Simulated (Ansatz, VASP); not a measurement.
## One calculation of BN, two programs

The input INCAR:

```
SYSTEM = BN
ALGO = Normal
EDIFF = 1E-6
ENCUT = 600
GGA = PE
GGA_COMPAT = .False.
ISIF = 2
ISMEAR = 0
IVDW = 12
LASPH = .True.
LCHARG = .False.
LREAL = .False.
LWAVE = .False.
NBANDS = 11
NELM = 120
PREC = Accurate
SIGMA = 0.05
```

File KPOINTS:

```
k-points
0
Gamma
  12 12 12
  0 0 0
```

POSCAR

```
BN
1.0
    0.0000000000      1.8074995743      1.8074995743
    1.8074995743      0.0000000000      1.8074995743
    1.8074995743      1.8074995743      0.0000000000
B N
1 1
Direct
    0.0000000000      0.0000000000      0.0000000000
    0.7500000000      0.7500000000      0.7500000000
```

Input for Ansatz:

```yaml
crystal:
  lattice:
    - [0.0, 1.8074995743, 1.8074995743]
    - [1.8074995743, 0.0, 1.8074995743]
    - [1.8074995743, 1.8074995743, 0.0]
  atoms:
    - { symbol: B, position: [0.0, 0.0, 0.0] }
    - { symbol: "N", position: [0.75, 0.75, 0.75] }
basis:
  ecutwfc: 420
  ecutrho_ratio: 4
kpoints:
  mp_grid: { grid: [12, 12, 12] }
hamiltonian:
  xc: pbe
  dispersion: d3bj
scf:
  occupations: { method: gaussian, width: 0.05 }
output:
  forces: true
  stress: true
  eigenvalues: true
```

Alike in both runs: task single point; functional PBE; dispersion D3(BJ); k mesh 12 × 12 × 12; occupations gaussian, width 0.05 eV; no spin polarisation.

|  | VASP | Ansatz |
| --- | --- | --- |
| version | VASP 6.6.1 | Ansatz 0.2.0 |
| potentials or method | VASP PAW PBE potentials, release 64 (B, N), cutoff 600 eV | scalar-relativistic, plane waves, PAW |
| valence electrons in the cell | 8 | 8 |

Ansatz gave:

```
gap on the k mesh at the Fermi level (eV) : 4.47
least direct gap on the mesh (eV)         : 8.83
pressure (GPa)                            : -2.7
```

Problem. Which values does VASP return?

Solution. gap on the k mesh at the Fermi level (eV): 4.46; least direct gap on the mesh (eV): 8.82; pressure (GPa): -2.7.
